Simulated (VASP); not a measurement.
Wanted: the native input for a VASP 6.6.1 run.

```yaml
Task: relaxation of the atoms
Functional: PBE
Dispersion: D3(BJ)
Potentials_or_basis: VASP PAW PBE potentials, release 64 (B, N)
Cutoff: 520 eV
k_mesh: 12 × 12 × 4
Occupations: gaussian, width 0.02 eV
Spin: no spin polarisation
Dipole_correction: no
Further_INCAR_settings: ALGO = Normal; EDIFF = 1e-06; IBRION = 2; EDIFFG = -0.008; NSW = 60
```

The structure of BN lies in POSCAR:

```
BN
1.0
    2.5061138137      0.0000000000      0.0000000000
   -1.2530569069      2.1703582275      0.0000000000
    0.0000000000      0.0000000000     10.0823443066
B N
3 3
Direct
    0.0000000000      0.0000000000      0.0003024559
    0.6666666667      0.3333333333      0.3336357892
    0.3333333333      0.6666666667      0.6669691226
    0.6666666667      0.3333333333      0.0005978774
    0.3333333333      0.6666666667      0.3339312108
    0.0000000000      0.0000000000      0.6672645441
```

This cell differs from its parent crystal: strain along c alone, the other axes held: +2.0 %.

One way to write it, as run:

INCAR

```
PREC     = Accurate       # precision mode
ENCUT    = 520            # plane-wave cutoff, eV
EDIFF    = 1E-6           # SCF threshold, eV
ISMEAR   = 0              # smearing method
SIGMA    = 0.02           # smearing width, eV
LREAL    = False          # projectors in reciprocal space
LASPH    = True           # aspherical terms in the spheres
NELM     = 60             # most SCF steps
ALGO     = Normal         # electronic algorithm
ISIF     = 2              # what is computed and relaxed
LWAVE    = False          # write WAVECAR
LCHARG   = False          # write CHGCAR
GGA      = PE             # functional
IVDW     = 12             # dispersion correction
IBRION   = 2              # ionic algorithm
NSW      = 60             # ionic steps
EDIFFG   = -0.008         # ionic threshold
```

KPOINTS

```
regular mesh
0
Gamma
  12 12 4
```

Potentials or basis: VASP PAW PBE potentials, release 64 (B, N).

Launch:

```bash
$ cat potpaw_PBE.64/B/POTCAR potpaw_PBE.64/N/POTCAR > POTCAR
$ mpirun -np 1 vasp_std > vasp.out
```

It gave:

```json
{
 "Energy gained by relaxing": "0.0 meV/atom",
 "Ionic steps": "2",
 "Pressure after relaxing": "-0.1 GPa",
 "Band gap on the k mesh": "4.27 eV",
 "Dispersion energy per atom": "-0.139 eV"
}
```

Caveat: the cell differs from its parent crystal (strain along c alone, the other axes held: +2.0 %).

It took 31 s on 1 thread of Intel(R) Xeon(R) 6975P-C (Granite Rapids) (shared host), peak memory 0.21 GiB.
